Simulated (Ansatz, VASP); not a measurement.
**One calculation of ScAgTe2, two programs**

The input INCAR:

```
SYSTEM = ScAgTe2
PREC = Accurate
ENCUT = 520
EDIFF = 1E-7
ISMEAR = 0
SIGMA = 0.01
LREAL = .FALSE.
LASPH = .TRUE.
NELM = 60
ALGO = Normal
ISIF = 2
LWAVE = .FALSE.
LCHARG = .FALSE.
GGA = PE
NBANDS = 25
```

Contents of KPOINTS:

```
regular mesh
0
G
  6 6 6
  0 0 0
```

POSCAR

```
ScAgTe2
1.0
    2.1121536828      1.2194524973      7.0119570278
   -2.1121536828      1.2194524973      7.0119570278
    0.0000000000     -2.4389049946      7.0119570278
Ag Sc Te
1 1 2
Direct
    1.0000000000      0.0000000000      0.0000000000
    0.5000000000      0.5000000000      0.5000000000
    0.2467595872      0.2467595872      0.2467595872
    0.7532404128      0.7532404128      0.7532404128
```

Input for Ansatz:

```yaml
crystal:
  lattice:
    - [2.1121536828, 1.2194524973, 7.0119570278]
    - [-2.1121536828, 1.2194524973, 7.0119570278]
    - [0.0, -2.4389049946, 7.0119570278]
  atoms:
    - { symbol: Ag, position: [1.0, 0.0, 0.0] }
    - { symbol: Sc, position: [0.5, 0.5, 0.5] }
    - { symbol: Te, position: [0.2467595872, 0.2467595872, 0.2467595872] }
    - { symbol: Te, position: [0.7532404128, 0.7532404128, 0.7532404128] }
kpoints:
  mp_grid: { grid: [6, 6, 6] }
hamiltonian:
  xc: pbe
scf:
  occupations: { method: fixed }
  n_extra_bands: 5
output:
  forces: true
  stress: true
  eigenvalues: true
```

Alike in both runs: task single point; functional PBE; k mesh 6 × 6 × 6; no spin polarisation.

|  | VASP | Ansatz |
| --- | --- | --- |
| version | VASP 6.6.1 | Ansatz 0.2.0 |
| potentials or method | VASP PAW PBE potentials, release 64 (Ag, Sc_sv, Te) | plane waves, PAW |
| plane-wave cutoff (eV) | 520 | 420 |
| occupations | gaussian, width 0.01 eV | fixed |
| valence electrons in the cell | 34 | 62 |

VASP gave:

* gap on the k mesh at the Fermi level (eV): 0.30
* pressure (GPa): 0.0
* rms of the force components (eV/Å): 0.008

Task: Estimate Ansatz's values.

Result: gap on the k mesh at the Fermi level (eV): 0.31; pressure (GPa): 0.0; rms of the force components (eV/Å): 0.000.

Atom by atom the forces differ by 0.007 eV/Å (rms over components). VASP's potentials hold 34 valence electrons a cell and Ansatz's 62, so a difference there can come from the potentials and not from the codes.

Spin-orbit coupling is off throughout.
